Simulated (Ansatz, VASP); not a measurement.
## Ti in VASP and in Ansatz

```
Ti
1.0
     2.95000    0.00000    0.00000
    -1.47500    2.55477    0.00000
     0.00000    0.00000    4.68000
Ti
2
Direct
  0.66667 0.33333 0.75000
  0.33333 0.66667 0.25000
```

Alike in both runs: task relaxation of cell and atoms; functional LDA; k mesh 10 × 10 × 6; occupations fermi-dirac, width 0.05 eV; no spin polarisation.

```csv
,VASP,Ansatz
version,VASP 6.6.1,Ansatz 0.2.0
potentials or method,"VASP PAW LDA potentials, release 64 (Ti_sv)",Ansatz PAW
plane-wave cutoff (eV),600,420
valence electrons in the cell,24,24
```

|  | VASP | Ansatz | Ansatz less VASP |
| --- | --- | --- | --- |
| relaxed volume (Å³/atom) | 16.06 | 16.10 | +0.035 |
| relaxed length of the cell vector where the two differ most in proportion (Å) | 2.865 | 2.868 | +0.0027 |

LDA's correlation is that of Perdew and Zunger in VASP and of Perdew and Wang (1992) in Ansatz.

Noted on Ansatz's run: the plane-wave basis is chosen anew once the cell has moved, so the energies of steps on either side of that aren't comparable.
